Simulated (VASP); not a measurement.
# AlP (F-43m) in VASP: a series of runs, part 2 of 2

VASP 6.6.1. The steps go on from the part before.

**4. Single point, PBE**

This run uses another cell than the first one, of 20.38 Å³/atom, 0.926 times its volume.

Input file INCAR:

```
SYSTEM = AlP
ALGO = Normal
EDIFF = 1E-6
ENCUT = 500
GGA = PE
GGA_COMPAT = .FALSE.
ISIF = 2
ISMEAR = 0
LASPH = .TRUE.
LCHARG = .FALSE.
LREAL = .FALSE.
LWAVE = .FALSE.
NBANDS = 11
NELM = 120
PREC = Accurate
SIGMA = 0.01
```

Input file KPOINTS:

```
k-points
0
G
  2 2 2
  0 0 0
```

Input file POSCAR:

```
AlP
1.0
    0.0000000000      2.7315000000      2.7315000000
    2.7315000000      0.0000000000      2.7315000000
    2.7315000000      2.7315000000      0.0000000000
Al P
1 1
Direct
    0.0000000000      0.0000000000      0.0000000000
    0.2500000000      0.2500000000      0.2500000000
```

Launch:

```sh
> cat potpaw_PBE.64/Al/POTCAR potpaw_PBE.64/P/POTCAR > POTCAR
> mpirun -np 1 vasp_std > vasp.out
```

It took 5.8 s on 1 thread of Intel Xeon 8259CL, shared host; peak memory 0.14 GiB.

The run converged. Its results:

```yaml
Free_energy: -8.5415 eV
Pressure: 8.1 GPa
Band_gap_on_the_k_mesh: 1.38 eV, indirect (least direct gap 3.26 eV)
```

Levels at points of the mesh, in eV from the valence-band top:
| k point | band 1 | band 2 | band 3 | band 4 | band 5 | band 6 | band 7 | band 8 |
| --- | --- | --- | --- | --- | --- | --- | --- | --- |
| (0.00, 0.00, 0.00) | -11.54 | 0.00 | 0.00 | 0.00 | 3.26 | 4.33 | 4.33 | 4.33 |
| (0.50, 0.00, 0.00) | -9.80 | -5.67 | -0.80 | -0.80 | 2.67 | 4.59 | 4.59 | 8.16 |
| (0.50, 0.50, 0.00) | -9.10 | -5.46 | -2.18 | -2.18 | 1.38 | 2.28 | 10.92 | 10.92 |

Caveat: the k points lie up to 1.00 Å⁻¹ apart. A k mesh can miss the band edges.

**5. Single point, PBE**

This run uses another cell than the first one, of 20.38 Å³/atom, 0.926 times its volume.

Input file INCAR:

```
SYSTEM = AlP
PREC     = Accurate       ! precision mode
ENCUT    = 500            ! plane-wave cutoff, eV
EDIFF    = 1E-6           ! SCF threshold, eV
ISMEAR   = 0              ! smearing method
SIGMA    = 0.01           ! smearing width, eV
LREAL    = .FALSE.        ! projectors in reciprocal space
LASPH    = .TRUE.         ! aspherical terms in the spheres
NELM     = 120            ! most SCF steps
ALGO     = Normal         ! electronic algorithm
ISIF     = 2              ! what is computed and relaxed
LWAVE    = .FALSE.        ! write WAVECAR
LCHARG   = .FALSE.        ! write CHGCAR
GGA      = PE             ! functional
NBANDS   = 11             ! bands
GGA_COMPAT= .FALSE.
```

Input file KPOINTS:

```
Automatic mesh
0
G
  3 3 3
  0 0 0
```

POSCAR is that of step 4.

Launch:

```sh
> cat potpaw_PBE.64/Al/POTCAR potpaw_PBE.64/P/POTCAR > POTCAR
> mpirun -np 1 vasp_std > vasp.out
```

Wall time 6.6 s (1 thread of Intel Xeon 8259CL, shared host); peak memory 0.14 GiB.

It converged, with:

| Property | Result |
| --- | --- |
| Free energy | -9.9943 eV |
| Pressure | 3.4 GPa |
| Band gap on the k mesh | 2.15 eV, indirect (least direct gap 3.28 eV) |

Levels at points of the mesh, in eV from the valence-band top:
```
           k point  band 1  band 2  band 3  band 4  band 5  band 6  band 7  band 8  band 9
(0.00, 0.00, 0.00)  -11.51    0.00    0.00    0.00    3.28    4.49    4.49    4.49    8.77
```

Caveat: the k points lie up to 0.66 Å⁻¹ apart.

**6. Single point, PBE**

This run uses another cell than the first one, of 21.20 Å³/atom, 0.963 times its volume.

Input file INCAR:

```
PREC     = Accurate       # precision mode
ENCUT    = 500            # plane-wave cutoff, eV
EDIFF    = 1E-6           # SCF threshold, eV
ISMEAR   = 0              # smearing method
SIGMA    = 0.01           # smearing width, eV
LREAL    = F              # projectors in reciprocal space
LASPH    = T              # aspherical terms in the spheres
NELM     = 120            # most SCF steps
ALGO     = Normal         # electronic algorithm
ISIF     = 2              # what is computed and relaxed
LWAVE    = F              # write WAVECAR
LCHARG   = F              # write CHGCAR
GGA      = PE             # functional
NBANDS   = 11             # bands
GGA_COMPAT= F
```

Input file KPOINTS:

```
Automatic mesh
0
Gamma
  3 3 3
```

Input file POSCAR:

```
AlP
1.0
    0.0000000000      2.7674449115      2.7674449115
    2.7674449115      0.0000000000      2.7674449115
    2.7674449115      2.7674449115      0.0000000000
Al P
1 1
Direct
    0.0000000000      0.0000000000      0.0000000000
    0.2500000000      0.2500000000      0.2500000000
```

Potentials or basis: VASP PAW PBE potentials, release 64 (Al, P).

Launch:

```sh
> cat potpaw_PBE.64/Al/POTCAR potpaw_PBE.64/P/POTCAR > POTCAR
> mpirun -np 1 vasp_std > vasp.out
```

OUTCAR:

```text
PREC = Accurate
   ENCUT = 500
   EDIFF = 1E-6
   ISMEAR = 0
   LREAL = F
   LASPH = T
   NELM = 120
   ISIF = 2
   GGA = PE

 ion  position               nearest neighbor table
   1  0.000  0.000  0.000-   2 2.40   2 2.40   2 2.40   2 2.40
   2  0.250  0.250  0.250-   1 2.40   1 2.40   1 2.40   1 2.40

  LATTYP: Found a face centered cubic cell.
 ALAT       =     5.5348898230

  Lattice vectors:

 A1 = (   0.0000000000,   2.7674449115,   2.7674449115)
 A2 = (   2.7674449115,   0.0000000000,   2.7674449115)
 A3 = (   2.7674449115,   2.7674449115,   0.0000000000)

Analysis of symmetry for initial positions (statically):
=====================================================================
 Subroutine PRICEL returns:
 Original cell was already a primitive cell.

 Routine SETGRP: Setting up the symmetry group for a
 face centered cubic supercell.

 Subroutine GETGRP returns: Found 24 space group operations
 (whereof 24 operations were pure point group operations)
 out of a pool of 48 trial point group operations.

The static configuration has the point symmetry T_d .

Analysis of symmetry for dynamics (positions and initial velocities):
[... 150 lines left out ...]
      3       4.3240      2.00000
      4       4.3240      2.00000
      5       7.2654      0.00000
      6       8.7547      0.00000
      7       8.7547      0.00000
      8       8.7547      0.00000
      9      13.0475      0.00000
     10      13.0475      0.00000
     11      14.2836      0.00000
[... 29 lines left out ...]
 k-point     4 :      -0.3333    0.3333    0.0000
  band No.  band energies     occupation
      1      -4.8899      2.00000
      2      -0.5098      2.00000
      3       0.9233      2.00000
      4       2.8931      2.00000
      5       7.1033      0.00000
      6      10.5760      0.00000
      7      11.7127      0.00000
      8      11.9117      0.00000
      9      12.9141      0.00000
     10      13.1477      0.00000
     11      19.2647      0.00000

------------------------ aborting loop because EDIFF is reached ----------------------------------------

  FORCE on cell =-STRESS in cart. coord.  units (eV):
  Direction    XX          YY          ZZ          XY          YZ          ZX
  --------------------------------------------------------------------------------------
  -------------------------------------------------------------------------------------
  Total       -0.0109222     -0.0109222     -0.0109222      0.0000000      0.0000000      0.0000000
  in kB       -0.4128136     -0.4128136     -0.4128136      0.0000000      0.0000000      0.0000000
  external PRESSURE =      -0.4128136 kB  Pullay stress =       0.0000000 kB

 VOLUME and BASIS-vectors are now :
 -----------------------------------------------------------------------------
  energy-cutoff  :      500.00
  volume of cell :       42.39
      direct lattice vectors                 reciprocal lattice vectors
     0.000000000  2.767444912  2.767444912    -0.180672070  0.180672070  0.180672070
     2.767444912  0.000000000  2.767444912     0.180672070 -0.180672070  0.180672070
     2.767444912  2.767444912  0.000000000     0.180672070  0.180672070 -0.180672070

 POSITION                                       TOTAL-FORCE (eV/Angst)
 -----------------------------------------------------------------------------------
      0.00000      0.00000      0.00000         0.000000      0.000000      0.000000
      1.38372      1.38372      1.38372        -0.000000     -0.000000     -0.000000
 -----------------------------------------------------------------------------------
    total drift:                               -0.000000     -0.000000     -0.000000

  FREE ENERGIE OF THE ION-ELECTRON SYSTEM (eV)
  ---------------------------------------------------
  free  energy   TOTEN  =       -10.0111820389 eV

  energy  without entropy=      -10.0111820389  energy(sigma->0) =      -10.01118204
```

stdout:

```text
POSCAR found type information on POSCAR AlP
 POSCAR found :  2 types and       2 ions
 scaLAPACK will be used
 LDA part: xc-table for (Slater+PW92), standard interpolation
 POSCAR, INCAR and KPOINTS ok, starting setup
 FFT: planning ... GRIDC
 FFT: planning ... GRID_SOFT
 FFT: planning ... GRID
 WAVECAR not read
 entering main loop
```

It took 7.1 s on 1 thread of Intel Xeon 8259CL, shared host; peak memory 0.15 GiB.

What came out:

* Free energy: -10.0112 eV
* Pressure: 0.0 GPa
* Band gap on the k mesh: 2.18 eV, indirect (least direct gap 2.94 eV)

Caveat: the k points lie up to 0.66 Å⁻¹ apart.

**7. The runs side by side**

| cell | k mesh | gap on the mesh (eV) | pressure (GPa) |
| --- | --- | --- | --- |
| a = 3.963 Å, angles 60.0°, 2 atoms | 6 × 6 × 6 | 1.72 | -3.9 |
| a = 3.863 Å, angles 60.0°, 2 atoms | 2 × 2 × 2 | 1.38 | 8.1 |
| a = 3.863 Å, angles 60.0°, 2 atoms | 3 × 3 × 3 | 2.15 | 3.4 |
| a = 3.914 Å, angles 60.0°, 2 atoms | 3 × 3 × 3 | 2.18 | 0.0 |

Alike in all rows: task single point; level PBE; potentials or basis VASP PAW PBE potentials, release 64 (Al, P); no spin polarisation; cutoff (eV) 500; smearing gaussian 0.01 eV.

Caveats: some runs use coarse meshes.

Total energies depend on the potentials used, so only differences within one code and one set of settings carry meaning.
